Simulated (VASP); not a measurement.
CdSe:

```
CELL_PARAMETERS angstrom
4.30000 0.00000 0.00000
-2.15000 3.72391 0.00000
0.00000 0.00000 7.02000
ATOMIC_POSITIONS crystal
Cd 0.66641 0.33169 0.50336
Cd 0.32620 0.66088 0.99601
Se 0.66956 0.33237 0.88285
Se 0.30537 0.64193 0.39188
```

This cell differs from its parent crystal: atoms moved at random.

```yaml
Program: VASP 6.6.1
Task: relaxation of the atoms
Functional: r2SCAN
Potentials_or_basis: VASP PAW PBE potentials, release 64 (Cd, Se)
Cutoff: 550 eV
k_mesh: 6 × 6 × 3
Occupations: gaussian, width 0.03 eV
Spin: no spin polarisation
```

At the start: pressure 2.1 GPa; volume 28.10 Å³/atom.

Task: How do energy, volume and symmetry change on relaxing?

Result: Over 23 steps the energy falls by 23.5 meV/atom at a fixed cell; space group Cm (No. 8, to 0.1 Å) before, P6_3mc (No. 186, to 0.1 Å).

The path:
```tsv
step	energy change (eV)	largest force (eV/Å)	pressure (GPa)
1	0.0000	1.0622	2.15
2	-0.0713	0.4689	1.83
3	-0.0883	0.2165	1.75
4	-0.0883	0.2159	1.75
5	-0.0926	0.0889	1.73
6	-0.0935	0.0556	1.72
7	-0.0935	0.0535	1.72
8	-0.0937	0.0231	1.72
9	-0.0938	0.0112	1.72
10	-0.0938	0.0107	1.72
11	-0.0938	0.0093	1.72
12	-0.0938	0.0104	1.72
13	-0.0939	0.0092	1.72
14	-0.0939	0.0115	1.72
15	-0.0939	0.0307	1.72
16	-0.0939	0.0205	1.72
17	-0.0939	0.0197	1.72
18	-0.0940	0.0170	1.72
19	-0.0940	0.0117	1.72
20	-0.0941	0.0035	1.72
21	-0.0941	0.0041	1.72
22	-0.0941	0.0036	1.72
23	-0.0941	0.0017	1.72
```

Final structure:
```
CELL_PARAMETERS angstrom
4.30000 0.00000 0.00000
-2.15000 3.72391 0.00000
0.00000 0.00000 7.02000
ATOMIC_POSITIONS crystal
Cd 0.65846 0.32506 0.50579
Cd 0.32530 0.65837 0.00575
Se 0.65864 0.32505 0.88129
Se 0.32514 0.65839 0.38127
```

Caveat: the cell differs from its parent crystal (atoms moved at random); the PAW data sets were made with another functional, which shifts forces and pressure a little.
